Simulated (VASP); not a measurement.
# Br (Fd-3m) in VASP: notebook

Runs on Br. Level: PBE. Tasks: single point.

All numbers are computed with VASP 6.6.1; they aren't measurements. Logs are shortened: lines on timing, memory, paths and dates and some standing lists are left out, and cuts for length are marked.

## Step 1: The cell of the first run

Symmetry: Fd-3m, No. 227, cubic system. The conventional cell has a = 6.969 Å, b = 6.969 Å, c = 6.969 Å, α = 90.00°, β = 90.00°, γ = 90.00°. Within 4.0 Å of Br (site symmetry -43m) lie 4 Br at 3.02 Å.

## Step 2: Single point, PBE

Contents of INCAR:

```
PREC = Accurate
ENCUT = 520
EDIFF = 1E-6
ISMEAR = -1
SIGMA = 0.05
LREAL = False
LASPH = True
NELM = 100
ALGO = Normal
ISIF = 2
LWAVE = False
LCHARG = True
GGA = PE
LELF = True
LVHAR = True
NBANDS = 14
```

Contents of KPOINTS:

```
regular mesh
0
Gamma
  10 10 10
```

Contents of POSCAR:

```
Br
1.0
    0.0000000000      3.4843082671      3.4843082671
    3.4843082671      0.0000000000      3.4843082671
    3.4843082671      3.4843082671      0.0000000000
Br
2
Direct
    0.0000000000      0.0000000000      0.0000000000
    0.2500000000      0.2500000000      0.2500000000
```

Potentials or basis: VASP PAW PBE potentials, release 64 (Br).

On the command line:

```sh
cat potpaw_PBE.64/Br/POTCAR > POTCAR
mpirun -np 1 vasp_std > vasp.out
```

OUTCAR:

```text
PREC = Accurate
   ENCUT = 520
   EDIFF = 1E-6
   ISMEAR = -1
   LREAL = False
   LASPH = True
   NELM = 100
   ISIF = 2
   GGA = PE

 ion  position               nearest neighbor table
   1  0.000  0.000  0.000-
   2  0.250  0.250  0.250-

  LATTYP: Found a face centered cubic cell.
 ALAT       =     6.9686165342

  Lattice vectors:

 A1 = (   0.0000000000,   3.4843082671,   3.4843082671)
 A2 = (   3.4843082671,   0.0000000000,   3.4843082671)
 A3 = (   3.4843082671,   3.4843082671,   0.0000000000)

Analysis of symmetry for initial positions (statically):
=====================================================================
 Subroutine PRICEL returns:
 Original cell was already a primitive cell.

 Routine SETGRP: Setting up the symmetry group for a
 face centered cubic supercell.

 Subroutine GETGRP returns: Found 48 space group operations
 (whereof 24 operations were pure point group operations)
 out of a pool of 48 trial point group operations.

The static configuration has the point symmetry T_d .
 The point group associated with its full space group is O_h .

Analysis of symmetry for dynamics (positions and initial velocities):
=====================================================================
 Subroutine PRICEL returns:
 Original cell was already a primitive cell.

 Routine SETGRP: Setting up the symmetry group for a
 face centered cubic supercell.

 Subroutine GETGRP returns: Found 48 space group operations
 (whereof 24 operations were pure point group operations)
 out of a pool of 48 trial point group operations.

The dynamic configuration has the point symmetry T_d .
 The point group associated with its full space group is O_h .

 Subroutine INISYM returns: Found 48 space group operations
 (whereof 24 operations are pure point group operations),
 and found     1 'primitive' translations

----------------------------------------------------------------------------------------

                                     Primitive cell

  volume of cell :      84.6018

  direct lattice vectors                    reciprocal lattice vectors
     0.000000000  3.484308267  3.484308267    -0.143500506  0.143500506  0.143500506
     3.484308267  0.000000000  3.484308267     0.143500506 -0.143500506  0.143500506
     3.484308267  3.484308267  0.000000000     0.143500506  0.143500506 -0.143500506

  length of vectors
     4.927556007  4.927556007  4.927556007     0.248550168  0.248550168  0.248550168

  position of ions in fractional coordinates (direct lattice)
     0.000000000  0.000000000  0.000000000
     0.250000000  0.250000000  0.250000000

  ion indices of the primitive-cell ions
   primitive index   ion index
                 1           1
                 2           2

----------------------------------------------------------------------------------------

 KPOINTS: regular mesh

Automatic generation of k-mesh.
 Grid dimensions read from file:
 generate k-points for:   10   10   10

 Generating k-lattice:

  Cartesian coordinates                     Fractional coordinates (reciprocal lattice)
    -0.014350051  0.014350051  0.014350051     0.100000000  0.000000000  0.000000000
     0.014350051 -0.014350051  0.014350051     0.000000000  0.100000000  0.000000000
     0.014350051  0.014350051 -0.014350051     0.000000000  0.000000000  0.100000000

  Length of vectors
     0.024855017  0.024855017  0.024855017

  Shift w.r.t. Gamma in fractional coordinates (k-lattice)
     0.000000000  0.000000000  0.000000000

 Subroutine IBZKPT returns following result:
 ===========================================

 Found     47 irreducible k-points:

 Following reciprocal coordinates:
            Coordinates               Weight
  0.000000  0.000000  0.000000      1.000000
  0.100000  0.000000  0.000000      8.000000
  0.200000  0.000000  0.000000      8.000000
  0.300000  0.000000  0.000000      8.000000
  0.400000  0.000000  0.000000      8.000000
  0.500000  0.000000  0.000000      4.000000
[... 16 lines left out ...]
  0.300000  0.300000  0.000000      6.000000
  0.400000  0.300000  0.000000     24.000000
 [... further k-points ...]
   k-points           NKPTS =     47   k-points in BZ     NKDIM =     47   number of bands    NBANDS=     14
   number of dos      NEDOS =    301   number of ions     NIONS =      2
   total plane-waves  NPLWV =  64000
   dimension x,y,z NGX =    40 NGY =   40 NGZ =   40
   dimension x,y,z NGXF=    80 NGYF=   80 NGZF=   80
   ions per type =               2
   NGX,Y,Z   is equivalent  to a cutoff of  13.50, 13.50, 13.50 a.u.
   NGXF,Y,Z  is equivalent  to a cutoff of  26.99, 26.99, 26.99 a.u.
 SYSTEM =  unknown system
   PREC   = accura    normal or accurate (medium, high low for compatibility)
   ISTART =      0    job   : 0-new  1-cont  2-samecut
   ICHARG =      2    charge: 1-file 2-atom 10-const
   ISPIN  =      1    spin polarized calculation?
   LNONCOLLINEAR =      F non collinear calculations
   LSORBIT =      F    spin-orbit coupling
   LASPH  =      T    aspherical Exc in radial PAW
   ENCUT  =  520.0 eV  38.22 Ry    6.18 a.u.   9.16  9.16  9.16*2*pi/ulx,y,z
   NELM   =    100;   NELMIN=  2; NELMDL= -5     # of ELM steps
   EDIFF  = 0.1E-05   stopping-criterion for ELM
   LREAL  =      F    real-space projection
   EDIFFG = 0.1E-04   stopping-criterion for IOM
   NSW    =      0    number of steps for IOM
   IBRION =     -1    ionic relax: 0-MD 1-quasi-New 2-CG
   NFREE  =      0    steps in history (QN), initial steepest desc. (CG)
   ISIF   =      2    stress and relaxation
   ISYM   =      2    0-nonsym 1-usesym 2-fastsym
   POTIM  = 0.5000    time-step for ionic-motion
   TEBEG  =    0.0;   TEEND  =   0.0 temperature during run
   PSTRESS=    0.0 pullay stress
   NELECT =      14.0000    total number of electrons
   NUPDOWN=      -1.0000    fix difference up-down
   EMIN   =  10.00;   EMAX   =-10.00  energy-range for DOS
   EFERMI =   0.00;   METHOD = LEGACY
   ISMEAR =    -1;   SIGMA  =   0.05  broadening in eV -4-tet -1-fermi 0-gaus
   EFERMI_NEDOS =   21; number of points for ismear=-14 and -15
   IALGO  =     38    algorithm
   IMIX   =      4    mixing-type and parameters
     AMIX     =   0.40;   BMIX     =  1.00
     AMIX_MAG =   1.60;   BMIX_MAG =  1.00
  volume/ion in A,a.u.               =      42.30       285.46
  Fermi-wavevector in a.u.,A,eV,Ry     =   0.898789  1.698464 10.991074  0.807821
  Thomas-Fermi vector in A             =   2.021542
   LORBIT       =      0    0 simple, 1 ext, 2 COOP (PROOUT), +10 PAW based schemes
   GGA     = PE    functional components
   LHFCALC =     F    Hartree Fock is set to
   AEXX    =    0.0000 exact exchange contribution
   IVDW    =     0    specifies the selected vdW correction
   LEPSILON=     F    determine dielectric tensor
   LRPA    =     F    only Hartree local field effects (RPA)
 non-spin polarized calculation
  energy-cutoff  :      520.00
  volume of cell :       84.60
 maximum number of plane-waves:      2295
 NGX is ok and might be reduce to    40
   NGX = 19   NGY = 19   NGZ = 19

 number of electron      13.9999997 magnetization

 Free energy of the ion-electron system (eV)
  ---------------------------------------------------
  ext. energy  EPLUGINS =         0.00000000
  ---------------------------------------------------
  free energy    TOTEN  =        -2.02487215 eV

  energy without entropy =       -1.98395990  energy(sigma->0) =       -2.00441602

 E-fermi :  -1.2029     XC(G=0):  -6.8372

 val. band max:       -1.2152844902   @ k =   0.5000   0.1000   0.0000
 cond. band min:      -1.1961423607   @ k =   0.4000   0.2000   0.0000
 fundamental gap:      0.0191421294
 Fermi energy:        -1.2029063330

 k-point     1 :       0.0000    0.0000    0.0000
  band No.  band energies     occupation
      1     -16.2942      2.00000
      2     -14.2615      2.00000
      3      -3.9310      2.00000
      4      -3.9310      2.00000
      5      -3.9310      2.00000
      6      -2.0833      2.00000
      7      -2.0833      2.00000
      8      -2.0833      2.00000
      9       4.0116      0.00000
     10       7.8873      0.00000
     11       7.8873      0.00000
     12       9.3014      0.00000
     13       9.3014      0.00000
     14       9.3014      0.00000

 k-point     2 :       0.1000    0.0000    0.0000
  band No.  band energies     occupation
      1     -16.2624      2.00000
      2     -14.3068      2.00000
      3      -3.9777      2.00000
      4      -3.9777      2.00000
      5      -3.9709      2.00000
      6      -2.0416      2.00000
      7      -2.0197      2.00000
      8      -2.0197      2.00000
      9       4.2145      0.00000
     10       7.6935      0.00000
     11       7.6935      0.00000
     12       9.1161      0.00000
     13       9.7169      0.00000
     14       9.7169      0.00000

 k-point     3 :       0.2000    0.0000    0.0000
  band No.  band energies     occupation
      1     -16.1721      2.00000
      2     -14.4322      2.00000
      3      -4.0875      2.00000
      4      -4.0875      2.00000
      5      -4.0840      2.00000
      6      -1.9024      2.00000
      7      -1.8667      2.00000
      8      -1.8667      2.00000
      9       4.7384      0.00000
     10       7.4595      0.00000
     11       7.4595      0.00000
     12       8.7642      0.00000
     13      10.1718      0.00000
     14      10.5066      0.00000

 k-point     4 :       0.3000    0.0000    0.0000
  band No.  band energies     occupation
      1     -16.0402      2.00000
      2     -14.6067      2.00000
      3      -4.2320      2.00000
      4      -4.2048      2.00000
      5      -4.2048      2.00000
      6      -1.6980      1.99990
      7      -1.6980      1.99990
      8      -1.6809      1.99986
      9       5.3725      0.00000
     10       7.4177      0.00000
     11       7.4177      0.00000
     12       8.1361      0.00000
     13       9.7342      0.00000
     14      10.4017      0.00000

 k-point     5 :       0.4000    0.0000    0.0000
  band No.  band energies     occupation
      1     -15.9058      2.00000
      2     -14.7750      2.00000
      3      -4.3528      2.00000
      4      -4.2890      2.00000
      5      -4.2890      2.00000
      6      -1.5739      1.99880
      7      -1.5739      1.99880
      8      -1.4671      1.98991
      9       5.9409      0.00000
     10       7.2556      0.00000
     11       7.5591      0.00000
[... 276 lines left out ...]
 k-point    22 :      -0.2000    0.2000    0.0000
  band No.  band energies     occupation
      1     -15.9873      2.00000
      2     -14.6737      2.00000
      3      -4.6030      2.00000
      4      -4.2015      2.00000
      5      -3.8510      2.00000
      6      -2.0052      2.00000
      7      -1.6917      1.99989
      8      -1.3075      1.78028
      9       5.5546      0.00000
     10       7.0134      0.00000
     11       7.2241      0.00000
     12       8.7374      0.00000
     13       9.8801      0.00000
     14      10.7460      0.00000

 k-point    23 :       0.3000    0.3000    0.0000
  band No.  band energies     occupation
      1     -15.9275      2.00000
      2     -14.7479      2.00000
      3      -4.5154      2.00000
      4      -4.5154      2.00000
      5      -3.4882      2.00000
      6      -2.6253      2.00000
      7      -1.2266      1.23292
      8      -1.2266      1.23292
      9       5.8818      0.00000
     10       5.9064      0.00000
     11       8.9081      0.00000
     12       9.1990      0.00000
     13      10.1320      0.00000
     14      10.1320      0.00000

 k-point    24 :       0.4000    0.3000    0.0000
  band No.  band energies     occupation
      1     -15.7942      2.00000
      2     -14.9073      2.00000
      3      -4.6508      2.00000
      4      -4.5911      2.00000
      5      -3.3923      2.00000
      6      -2.6637      2.00000
      7      -1.0967      0.21360
      8      -1.0670      0.12377
      9       5.8304      0.00000
     10       6.1351      0.00000
     11       8.9591      0.00000
     12       8.9933      0.00000
     13       9.8780      0.00000
     14      10.1265      0.00000

 [... further k-points ...]

------------------------ aborting loop because EDIFF is reached ----------------------------------------

  FORCE on cell =-STRESS in cart. coord.  units (eV):
  Direction    XX          YY          ZZ          XY          YZ          ZX
  --------------------------------------------------------------------------------------
  -------------------------------------------------------------------------------------
  Total        0.1341828      0.1341828      0.1341828      0.0000000     -0.0000000     -0.0000000
  in kB        2.5411340      2.5411340      2.5411340      0.0000000     -0.0000000     -0.0000000
  external PRESSURE =       2.5411340 kB  Pullay stress =       0.0000000 kB

 VOLUME and BASIS-vectors are now :
 -----------------------------------------------------------------------------
  energy-cutoff  :      520.00
  volume of cell :       84.60
      direct lattice vectors                 reciprocal lattice vectors
     0.000000000  3.484308267  3.484308267    -0.143500506  0.143500506  0.143500506
     3.484308267  0.000000000  3.484308267     0.143500506 -0.143500506  0.143500506
     3.484308267  3.484308267  0.000000000     0.143500506  0.143500506 -0.143500506

 POSITION                                       TOTAL-FORCE (eV/Angst)
 -----------------------------------------------------------------------------------
      0.00000      0.00000      0.00000        -0.000000     -0.000000     -0.000000
      1.74215      1.74215      1.74215         0.000000      0.000000      0.000000
 -----------------------------------------------------------------------------------
    total drift:                               -0.000000     -0.000000      0.000000

  FREE ENERGIE OF THE ION-ELECTRON SYSTEM (eV)
  ---------------------------------------------------
  free  energy   TOTEN  =        -2.0248721484 eV

  energy  without entropy=       -1.9839598989  energy(sigma->0) =       -2.00441602
```

It took 35 s on 1 thread of Intel Xeon Platinum 8375C at 2.90GHz (Ice Lake), shared host; peak memory 0.24 GiB.

What came out:

```yaml
Free_energy: -2.0249 eV
Pressure: 0.3 GPa
Band_gap_on_the_k_mesh: zero (bands 7 and 8 overlap by 1.24 eV)
```

## Step 3: Single point, PBE

This run uses another cell than the first one, of 42.95 Å³/atom.

Contents of INCAR:

```
PREC = Accurate
ENCUT = 520
EDIFF = 1E-6
ISMEAR = -1
SIGMA = 0.05
LREAL = False
LASPH = True
NELM = 60
ALGO = Normal
ISIF = 2
LWAVE = False
LCHARG = False
GGA = PE
NBANDS = 14
```

KPOINTS is that of step 2.

Contents of POSCAR:

```
Br
1.0
    0.0000000000      3.5019060821      3.5019060821
    3.5019060821      0.0000000000      3.5019060821
    3.5019060821      3.5019060821      0.0000000000
Br
2
Direct
    0.0000000000      0.0000000000      0.0000000000
    0.2500000000      0.2500000000      0.2500000000
```

Potentials or basis: VASP PAW PBE potentials, release 64 (Br).

On the command line:

```sh
cat potpaw_PBE.64/Br/POTCAR > POTCAR
mpirun -np 1 vasp_std > vasp.out
```

Wall time 35 s (1 thread of Intel Xeon Platinum 8375C at 2.90GHz (Ice Lake), shared host); peak memory 0.24 GiB.

Results (log left out):

```
Free energy            : -2.0259 eV
Pressure               : 0.0 GPa
Band gap on the k mesh : zero (bands 7 and 8 overlap by 1.20 eV)
```

Levels at points of the mesh, in eV from the Fermi level:
```tsv
k point	band 5	band 6	band 7	band 8	band 9	band 10
(0.00, 0.00, 0.00)	-2.67	-0.85	-0.85	-0.85	5.23	9.12
(0.50, 0.00, 0.00)	-3.05	-0.31	-0.31	-0.18	7.63	7.83
(0.50, 0.50, 0.00)	-1.81	-1.81	0.34	0.34	7.15	7.15
```

## Step 4: Single point, PBE

This run uses another cell than the first one, of 42.95 Å³/atom.

Contents of INCAR:

```
SYSTEM = Br
PREC     = Accurate       ! precision mode
ENCUT    = 520            ! plane-wave cutoff, eV
EDIFF    = 1E-6           ! SCF threshold, eV
ISMEAR   = -1             ! smearing method
SIGMA    = 0.05           ! smearing width, eV
LREAL    = .False.        ! projectors in reciprocal space
LASPH    = .True.         ! aspherical terms in the spheres
NELM     = 60             ! most SCF steps
ALGO     = Normal         ! electronic algorithm
ISIF     = 2              ! what is computed and relaxed
LWAVE    = .False.        ! write WAVECAR
LCHARG   = .False.        ! write CHGCAR
GGA      = PE             ! functional
NBANDS   = 14             ! bands
```

Contents of KPOINTS:

```
Automatic mesh
0
Gamma
  10 10 10
  0 0 0
```

POSCAR is that of step 3.

On the command line:

```sh
cat potpaw_PBE.64/Br/POTCAR > POTCAR
mpirun -np 1 vasp_std > vasp.out
```

It took 34 s on 1 thread of Intel Xeon Platinum 8375C at 2.90GHz (Ice Lake), shared host; peak memory 0.24 GiB.

It converged, with:

```
Free energy            : -2.0259 eV
Pressure               : 0.0 GPa
Band gap on the k mesh : zero (bands 7 and 8 overlap by 1.20 eV)
```

Levels at points of the mesh, in eV from the Fermi level:
```
           k point  band 4  band 5  band 6  band 7  band 8  band 9  band 10  band 11
(0.00, 0.00, 0.00)   -2.67   -2.67   -0.85   -0.85   -0.85    5.23     9.12     9.12
(0.50, 0.00, 0.00)   -3.05   -3.05   -0.31   -0.31   -0.18    7.63     7.83     8.90
(0.50, 0.50, 0.00)   -3.45   -1.81   -1.81    0.34    0.34    7.15     7.15    10.63
```
